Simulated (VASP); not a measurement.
# Zr: relaxation of cell and atoms with LDA

Zr:

```
Zr
1.0
     2.70498    0.00000    0.00000
     0.00000    2.70498    0.00000
     0.00000    0.00000    2.70498
Zr
1
Direct
  0.00000 0.00000 0.00000
```

```json
{"Program": "VASP 6.6.1", "Task": "relaxation of cell and atoms", "Functional": "LDA", "Potentials or basis": "VASP PAW LDA potentials, release 64 (Zr_sv)", "Cutoff": "600 eV", "k mesh": "14 × 14 × 14", "Occupations": "fermi-dirac, width 0.1 eV", "Spin": "no spin polarisation", "Target pressure": "15 GPa", "Dipole correction": "no", "Further INCAR settings": "ALGO = Normal; EDIFF = 1e-06; IBRION = 2; EDIFFG = -0.005; NSW = 32; ISIF = 3"}
```

The relaxed volume is 19.83 Å³/atom. The relaxed cell is a = 2.707 Å, b = 2.707 Å, c = 2.707 Å, α = 90.00°, β = 90.00°, γ = 90.00° and the space group after relaxing (to 0.05 Å) is Pm-3m (No. 221). The energy change on relaxing (the enthalpy is what falls) is -3.2 meV/atom. The ionic steps are 3. The pressure after relaxing is 15.0 GPa and the band gap on the k mesh is zero (band 6 reaches 11.43 eV, above the bottom of band 7 at 8.02 eV).

The path:
```csv
step,energy change (eV),largest force (eV/Å),pressure (GPa),volume (Å³)
1,0.0000,0.0000,15.22,19.79
2,-0.0072,0.0000,14.73,19.87
3,-0.0032,0.0000,15.00,19.83
```

Final structure:
```
Zr
1.0
     2.70652    0.00000    0.00000
     0.00000    2.70652    0.00000
     0.00000    0.00000    2.70652
Zr
1
Direct
  0.00000 0.00000 0.00000
```

Levels at points of the mesh, in eV from the Fermi level:
```csv
k point,band 4,band 5,band 6,band 7,band 8,band 9
"(0.00, 0.00, 0.00)",-25.29,-5.26,-2.33,-2.33,7.03,7.03
"(0.50, 0.00, 0.00)",-25.07,-1.94,-1.23,1.04,2.89,2.89
"(0.50, 0.50, 0.00)",-24.87,-4.18,-0.19,3.78,3.78,6.47
"(0.50, 0.50, 0.50)",-26.82,-2.30,-2.30,-2.30,6.53,10.07
```

Run time: 14 s on 1 thread of Intel(R) Xeon(R) 6975P-C (Granite Rapids) (shared host), peak memory 0.15 GiB.

Caveat: the cell is relaxed towards a set pressure, so the enthalpy falls and the energy may rise.
